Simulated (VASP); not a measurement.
# AlAs (kl) (F-43m) in VASP: further runs

The runs below take AlAs (kl) through single point, with LDA.

All numbers are computed with VASP 6.6.1; they aren't measurements. Logs are shortened: lines on timing, memory, paths and dates and some standing lists are left out, and cuts for length are marked.

### Step 1. The cell of the first run

Symmetry: F-43m, No. 216, cubic system. The conventional cell has a = 5.629 Å, b = 5.629 Å, c = 5.629 Å, α = 90.00°, β = 90.00°, γ = 90.00°. Al (site symmetry -43m) has 4 As at 2.44 Å within 3.2 Å. As (site symmetry -43m) has 4 Al at 2.44 Å within 3.2 Å.

### Step 2. Single point, LDA

File INCAR:

```
PREC = Accurate ; ENCUT = 500
EDIFF = 1E-6 ; ISMEAR = 0
SIGMA = 0.02 ; LREAL = False
LASPH = True ; NELM = 120
ALGO = Normal ; ISIF = 2
LWAVE = False ; LCHARG = False
GGA = CA ; NBANDS = 11
GGA_COMPAT = False
```

File KPOINTS:

```
Automatic mesh
0
Gamma
  8 8 8
```

File POSCAR:

```
AlAs
1.0
    0.0000000000      2.8143920104      2.8143920104
    2.8143920104      0.0000000000      2.8143920104
    2.8143920104      2.8143920104      0.0000000000
Al As
1 1
Direct
    0.0000000000      0.0000000000      0.0000000000
    0.2500000000      0.2500000000      0.2500000000
```

Potentials or basis: VASP PAW LDA potentials, release 64 (Al, As).

On the command line:

```sh
> cat potpaw_LDA.64/Al/POTCAR potpaw_LDA.64/As/POTCAR > POTCAR
> mpirun -np 1 vasp_std > vasp.out
```

OUTCAR:

```text
PREC = Accurate
   ENCUT = 500
   EDIFF = 1E-6
   ISMEAR = 0
   LREAL = False
   LASPH = True
   NELM = 120
   ISIF = 2
   GGA = CA

 ion  position               nearest neighbor table
   1  0.000  0.000  0.000-   2 2.44   2 2.44   2 2.44   2 2.44
   2  0.250  0.250  0.250-   1 2.44   1 2.44   1 2.44   1 2.44

  LATTYP: Found a face centered cubic cell.
 ALAT       =     5.6287840208

  Lattice vectors:

 A1 = (   0.0000000000,   2.8143920104,   2.8143920104)
 A2 = (   2.8143920104,   0.0000000000,   2.8143920104)
 A3 = (   2.8143920104,   2.8143920104,   0.0000000000)

Analysis of symmetry for initial positions (statically):
=====================================================================
 Subroutine PRICEL returns:
 Original cell was already a primitive cell.

 Routine SETGRP: Setting up the symmetry group for a
 face centered cubic supercell.

 Subroutine GETGRP returns: Found 24 space group operations
 (whereof 24 operations were pure point group operations)
 out of a pool of 48 trial point group operations.

The static configuration has the point symmetry T_d .

Analysis of symmetry for dynamics (positions and initial velocities):
=====================================================================
 Subroutine PRICEL returns:
 Original cell was already a primitive cell.

 Routine SETGRP: Setting up the symmetry group for a
 face centered cubic supercell.

 Subroutine GETGRP returns: Found 24 space group operations
 (whereof 24 operations were pure point group operations)
 out of a pool of 48 trial point group operations.

The dynamic configuration has the point symmetry T_d .

 Subroutine INISYM returns: Found 24 space group operations
 (whereof 24 operations are pure point group operations),
 and found     1 'primitive' translations

----------------------------------------------------------------------------------------

                                     Primitive cell

  volume of cell :      44.5845

  direct lattice vectors                    reciprocal lattice vectors
     0.000000000  2.814392010  2.814392010    -0.177658264  0.177658264  0.177658264
     2.814392010  0.000000000  2.814392010     0.177658264 -0.177658264  0.177658264
     2.814392010  2.814392010  0.000000000     0.177658264  0.177658264 -0.177658264

  length of vectors
     3.980151351  3.980151351  3.980151351     0.307713140  0.307713140  0.307713140

  position of ions in fractional coordinates (direct lattice)
     0.000000000  0.000000000  0.000000000
     0.250000000  0.250000000  0.250000000

  ion indices of the primitive-cell ions
   primitive index   ion index
                 1           1
                 2           2

----------------------------------------------------------------------------------------

 KPOINTS: Automatic mesh

Automatic generation of k-mesh.
 Grid dimensions read from file:
 generate k-points for:    8    8    8

 Generating k-lattice:

  Cartesian coordinates                     Fractional coordinates (reciprocal lattice)
    -0.022207283  0.022207283  0.022207283     0.125000000  0.000000000  0.000000000
     0.022207283 -0.022207283  0.022207283     0.000000000  0.125000000  0.000000000
     0.022207283  0.022207283 -0.022207283     0.000000000  0.000000000  0.125000000

  Length of vectors
     0.038464143  0.038464143  0.038464143

  Shift w.r.t. Gamma in fractional coordinates (k-lattice)
     0.000000000  0.000000000  0.000000000

 Subroutine IBZKPT returns following result:
 ===========================================

 Found     29 irreducible k-points:

 Following reciprocal coordinates:
            Coordinates               Weight
  0.000000  0.000000  0.000000      1.000000
  0.125000  0.000000  0.000000      8.000000
  0.250000  0.000000  0.000000      8.000000
  0.375000  0.000000  0.000000      8.000000
  0.500000  0.000000  0.000000      4.000000
  0.125000  0.125000  0.000000      6.000000
[... 16 lines left out ...]
  0.500000  0.250000  0.125000     48.000000
 -0.375000  0.250000  0.125000     24.000000
 [... further k-points ...]
   k-points           NKPTS =     29   k-points in BZ     NKDIM =     29   number of bands    NBANDS=     11
   number of dos      NEDOS =    301   number of ions     NIONS =      2
   total plane-waves  NPLWV =  27000
   dimension x,y,z NGX =    30 NGY =   30 NGZ =   30
   dimension x,y,z NGXF=    60 NGYF=   60 NGZF=   60
   ions per type =               1   1
   NGX,Y,Z   is equivalent  to a cutoff of  12.53, 12.53, 12.53 a.u.
   NGXF,Y,Z  is equivalent  to a cutoff of  25.06, 25.06, 25.06 a.u.
 SYSTEM =  unknown system
   PREC   = accura    normal or accurate (medium, high low for compatibility)
   ISTART =      0    job   : 0-new  1-cont  2-samecut
   ICHARG =      2    charge: 1-file 2-atom 10-const
   ISPIN  =      1    spin polarized calculation?
   LNONCOLLINEAR =      F non collinear calculations
   LSORBIT =      F    spin-orbit coupling
   LASPH  =      T    aspherical Exc in radial PAW
   ENCUT  =  500.0 eV  36.75 Ry    6.06 a.u.   7.26  7.26  7.26*2*pi/ulx,y,z
   NELM   =    120;   NELMIN=  2; NELMDL= -5     # of ELM steps
   EDIFF  = 0.1E-05   stopping-criterion for ELM
   LREAL  =      F    real-space projection
   EDIFFG = 0.1E-04   stopping-criterion for IOM
   NSW    =      0    number of steps for IOM
   IBRION =     -1    ionic relax: 0-MD 1-quasi-New 2-CG
   NFREE  =      0    steps in history (QN), initial steepest desc. (CG)
   ISIF   =      2    stress and relaxation
   ISYM   =      2    0-nonsym 1-usesym 2-fastsym
   POTIM  = 0.5000    time-step for ionic-motion
   TEBEG  =    0.0;   TEEND  =   0.0 temperature during run
   PSTRESS=    0.0 pullay stress
   NELECT =       8.0000    total number of electrons
   NUPDOWN=      -1.0000    fix difference up-down
   EMIN   =  10.00;   EMAX   =-10.00  energy-range for DOS
   EFERMI =   0.00;   METHOD = LEGACY
   ISMEAR =     0;   SIGMA  =   0.02  broadening in eV -4-tet -1-fermi 0-gaus
   EFERMI_NEDOS =   21; number of points for ismear=-14 and -15
   IALGO  =     38    algorithm
   IMIX   =      4    mixing-type and parameters
     AMIX     =   0.40;   BMIX     =  1.00
     AMIX_MAG =   1.60;   BMIX_MAG =  1.00
  volume/ion in A,a.u.               =      22.29       150.44
  Fermi-wavevector in a.u.,A,eV,Ry     =   0.923372  1.744921 11.600554  0.852617
  Thomas-Fermi vector in A             =   2.049002
   LORBIT       =      0    0 simple, 1 ext, 2 COOP (PROOUT), +10 PAW based schemes
   GGA     = CA    functional components
   LHFCALC =     F    Hartree Fock is set to
   AEXX    =    0.0000 exact exchange contribution
   IVDW    =     0    specifies the selected vdW correction
   LEPSILON=     F    determine dielectric tensor
   LRPA    =     F    only Hartree local field effects (RPA)
 non-spin polarized calculation
 Gauss-broadening in eV      SIGMA  =   0.02
  energy-cutoff  :      500.00
  volume of cell :       44.58
 maximum number of plane-waves:      1158
 NGX is ok and might be reduce to    30
   NGX = 15   NGY = 15   NGZ = 15

 number of electron       8.0000001 magnetization

 Free energy of the ion-electron system (eV)
  ---------------------------------------------------
  ext. energy  EPLUGINS =         0.00000000
  ---------------------------------------------------
  free energy    TOTEN  =       -10.51392664 eV

  energy without entropy =      -10.51392664  energy(sigma->0) =      -10.51392664

 E-fermi :   4.0179     XC(G=0):  -9.3434

 val. band max:        3.9297029979   @ k =   0.0000   0.0000   0.0000
 cond. band min:       5.2393359342   @ k =   0.5000   0.5000   0.0000
 fundamental gap:      1.3096329363
 Fermi energy:         4.0179048977

 k-point     1 :       0.0000    0.0000    0.0000
  band No.  band energies     occupation
      1      -8.0604      2.00000
      2       3.9297      2.00000
      3       3.9297      2.00000
      4       3.9297      2.00000
      5       5.9480      0.00000
      6       8.2044      0.00000
      7       8.2044      0.00000
      8       8.2044      0.00000
      9      12.6518      0.00000
     10      12.9968      0.00000
     11      12.9968      0.00000

 k-point     2 :       0.1250    0.0000    0.0000
  band No.  band energies     occupation
      1      -7.9044      2.00000
      2       2.4729      2.00000
      3       3.7656      2.00000
      4       3.7656      2.00000
      5       6.7005      0.00000
      6       8.4899      0.00000
      7       8.4899      0.00000
      8       8.6064      0.00000
      9      12.3553      0.00000
     10      12.3553      0.00000
     11      13.3876      0.00000

 k-point     3 :       0.2500    0.0000    0.0000
  band No.  band energies     occupation
      1      -7.4710      2.00000
      2       0.4831      2.00000
      3       3.4429      2.00000
      4       3.4429      2.00000
      5       6.5017      0.00000
      6       8.8281      0.00000
      7       8.8281      0.00000
      8      10.3606      0.00000
      9      12.2412      0.00000
     10      12.2412      0.00000
     11      13.1965      0.00000

 k-point     4 :       0.3750    0.0000    0.0000
  band No.  band energies     occupation
      1      -6.9080      2.00000
      2      -1.0931      2.00000
      3       3.1861      2.00000
      4       3.1861      2.00000
      5       6.1484      0.00000
      6       8.7001      0.00000
      7       8.7001      0.00000
      8      11.5458      0.00000
      9      13.5557      0.00000
     10      13.5557      0.00000
     11      13.6004      0.00000
[... 239 lines left out ...]
 k-point    22 :       0.3750    0.2500    0.1250
  band No.  band energies     occupation
      1      -7.1080      2.00000
      2       0.1103      2.00000
      3       1.9255      2.00000
      4       2.9332      2.00000
      5       7.4682      0.00000
      6       8.1933      0.00000
      7       9.1741      0.00000
      8      10.4589      0.00000
      9      12.1138      0.00000
     10      14.3735      0.00000
     11      15.9487      0.00000

 k-point    23 :       0.5000    0.2500    0.1250
  band No.  band energies     occupation
      1      -6.6007      2.00000
      2      -0.9231      2.00000
      3       1.3273      2.00000
      4       2.5405      2.00000
      5       7.5609      0.00000
      6       8.3454      0.00000
      7       9.6846      0.00000
      8      10.7904      0.00000
      9      13.2806      0.00000
     10      14.4665      0.00000
     11      16.0820      0.00000

 k-point    24 :      -0.3750    0.2500    0.1250
  band No.  band energies     occupation
      1      -6.3372      2.00000
      2      -1.4159      2.00000
      3       1.1746      2.00000
      4       2.3522      2.00000
      5       7.5568      0.00000
      6       8.1088      0.00000
      7      10.6140      0.00000
      8      11.5571      0.00000
      9      12.2663      0.00000
     10      14.9227      0.00000
     11      16.2009      0.00000

 [... further k-points ...]
[... 5 lines left out ...]
  --------------------------------------------------------------------------------------
  -------------------------------------------------------------------------------------
  Total        0.1015425      0.1015425      0.1015425      0.0000000      0.0000000     -0.0000000
  in kB        3.6490060      3.6490060      3.6490060      0.0000000      0.0000000     -0.0000000
  external PRESSURE =       3.6490060 kB  Pullay stress =       0.0000000 kB

 VOLUME and BASIS-vectors are now :
 -----------------------------------------------------------------------------
  energy-cutoff  :      500.00
  volume of cell :       44.58
      direct lattice vectors                 reciprocal lattice vectors
     0.000000000  2.814392010  2.814392010    -0.177658264  0.177658264  0.177658264
     2.814392010  0.000000000  2.814392010     0.177658264 -0.177658264  0.177658264
     2.814392010  2.814392010  0.000000000     0.177658264  0.177658264 -0.177658264

 POSITION                                       TOTAL-FORCE (eV/Angst)
 -----------------------------------------------------------------------------------
      0.00000      0.00000      0.00000         0.000000     -0.000000     -0.000000
      1.40720      1.40720      1.40720        -0.000000      0.000000      0.000000
 -----------------------------------------------------------------------------------
    total drift:                                0.000000      0.000000      0.000000

  FREE ENERGIE OF THE ION-ELECTRON SYSTEM (eV)
  ---------------------------------------------------
  free  energy   TOTEN  =       -10.5139266384 eV

  energy  without entropy=      -10.5139266384  energy(sigma->0) =      -10.51392664
```

Wall time 12 s (1 thread of AMD EPYC 9R45 (Zen 5), shared host); peak memory 0.12 GiB.

What came out:

| Quantity | Value |
| --- | --- |
| Free energy | -10.5139 eV |
| Pressure | 0.4 GPa |
| Band gap on the k mesh | 1.31 eV, indirect (least direct gap 2.02 eV) |

Levels at points of the mesh, in eV from the valence-band top:
```
           k point  band 2  band 3  band 4  band 5  band 6  band 7
(0.00, 0.00, 0.00)    0.00    0.00    0.00    2.02    4.27    4.27
(0.50, 0.00, 0.00)   -5.67   -0.84   -0.84    2.09    4.65    4.65
(0.50, 0.50, 0.00)   -5.51   -2.22   -2.22    1.31    2.20   10.33
```

### Step 3. Single point, LDA

File INCAR:

```
SYSTEM = AlAs
  ALGO = Normal
  EDIFF = 1E-6
  ENCUT = 500
  GGA_COMPAT = .False.
  ISIF = 2
  ISMEAR = 0
  LASPH = .True.
  LCHARG = .True.
  LELF = .True.
  LREAL = .False.
  LVHAR = .True.
  LWAVE = .False.
  NBANDS = 11
  NELM = 120
  PREC = Accurate
  SIGMA = 0.02
```

File KPOINTS:

```
k-points
0
Gamma
  8 8 8
  0 0 0
```

POSCAR is that of step 2.

Potentials or basis: VASP PAW LDA potentials, release 64 (Al, As).

On the command line:

```sh
> cat potpaw_LDA.64/Al/POTCAR potpaw_LDA.64/As/POTCAR > POTCAR
> mpirun -np 1 vasp_std > vasp.out
```

Run time: 14 s. Hardware: 1 thread of AMD EPYC 9R45 (Zen 5), shared host; peak memory 0.12 GiB.

It converged, with:

```yaml
Free_energy: -10.5139 eV
Pressure: 0.4 GPa
Band_gap_on_the_k_mesh: 1.31 eV, indirect (least direct gap 2.02 eV)
```

Levels at points of the mesh, in eV from the valence-band top:
```tsv
k point	band 1	band 2	band 3	band 4	band 5	band 6	band 7	band 8	band 9
(0.00, 0.00, 0.00)	-11.99	0.00	0.00	0.00	2.02	4.27	4.27	4.27	8.72
(0.50, 0.00, 0.00)	-10.54	-5.67	-0.84	-0.84	2.09	4.65	4.65	7.62	11.12
(0.50, 0.50, 0.00)	-9.97	-5.51	-2.22	-2.22	1.31	2.20	10.33	10.33	11.76
```

A k mesh can miss the band edges.
